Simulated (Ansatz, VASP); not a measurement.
## Ta2N: VASP beside Ansatz

INCAR

```
ALGO = Normal ; EDIFF = 1E-6
ENCUT = 520 ; GGA = PE
ISIF = 2 ; ISMEAR = 0
LASPH = T ; LCHARG = F
LREAL = F ; LWAVE = F
NBANDS = 50 ; NELM = 100
PREC = Accurate ; SIGMA = 0.15
```

KPOINTS

```
k-points
0
Gamma
  9 9 8
```

Contents of POSCAR:

```
Ta2N
1.0
    5.3140726747      0.0000000000      0.0000000000
   -2.6570363373      4.6021219338      0.0000000000
    0.0000000000      0.0000000000      4.9556489437
Ta N
6 3
Direct
    0.6670723593      0.6670723593      0.7528547364
    0.0000000000      0.3329276407      0.7528547364
    0.3329276407      0.0000000000      0.7528547364
    0.3329276407      0.3329276407      0.2471452636
    0.0000000000      0.6670723593      0.2471452636
    0.6670723593      0.0000000000      0.2471452636
    0.6666666667      0.3333333333      0.5000000000
    0.3333333333      0.6666666667      0.5000000000
    0.0000000000      0.0000000000      0.0000000000
```

Input for Ansatz:

```yaml
crystal:
  lattice:
    - [5.3140726747, 0.0, 0.0]
    - [-2.6570363373, 4.6021219338, 0.0]
    - [0.0, 0.0, 4.9556489437]
  atoms:
    - { symbol: Ta, position: [0.6670723593, 0.6670723593, 0.7528547364] }
    - { symbol: Ta, position: [0.0, 0.3329276407, 0.7528547364] }
    - { symbol: Ta, position: [0.3329276407, 0.0, 0.7528547364] }
    - { symbol: Ta, position: [0.3329276407, 0.3329276407, 0.2471452636] }
    - { symbol: Ta, position: [0.0, 0.6670723593, 0.2471452636] }
    - { symbol: Ta, position: [0.6670723593, 0.0, 0.2471452636] }
    - { symbol: "N", position: [0.6666666667, 0.3333333333, 0.5] }
    - { symbol: "N", position: [0.3333333333, 0.6666666667, 0.5] }
    - { symbol: "N", position: [0.0, 0.0, 0.0] }
basis:
  ecutwfc: 520.0
kpoints:
  mp_grid: { grid: [9, 9, 8] }
hamiltonian:
  xc: pbe
  pseudopotentials: { kind: paw, azcp: { folder: soft_1 } }
scf:
  occupations: { method: gaussian, width: 0.15 }
output:
  forces: true
  stress: true
  eigenvalues: true
  write_density: true
  write_potential: true
  elf: true
  volumetric_format: npy
```

Alike in both runs: task single point; functional PBE; k mesh 9 × 9 × 8; occupations gaussian, width 0.15 eV; no spin polarisation.

```csv
,VASP,Ansatz
version,VASP 6.6.1,Ansatz 0.2.0
potentials or method,"VASP PAW PBE potentials, release 64 (Ta_pv, N), cutoff 520 eV","scalar-relativistic, plane waves, PAW"
valence electrons in the cell,81,93
```

Ansatz gave:

```
gap on the k mesh at the Fermi level (eV) : none
pressure (GPa)                            : 0.0
rms of the force components (eV/Å)        : 0.005
```

Task: Which values does VASP return?

Result: gap on the k mesh at the Fermi level (eV): none; pressure (GPa): 0.5; rms of the force components (eV/Å): 0.011.

Atom by atom the forces differ by 0.007 eV/Å (rms over components). A gap of «none» marks a metal or a gap that the smearing closes. With one functional, cell and mesh, what is left measures potentials, basis and numerics. VASP's potentials hold 81 valence electrons a cell and Ansatz's 93, so a difference there can come from the potentials and not from the codes.

Spin-orbit coupling is off throughout.
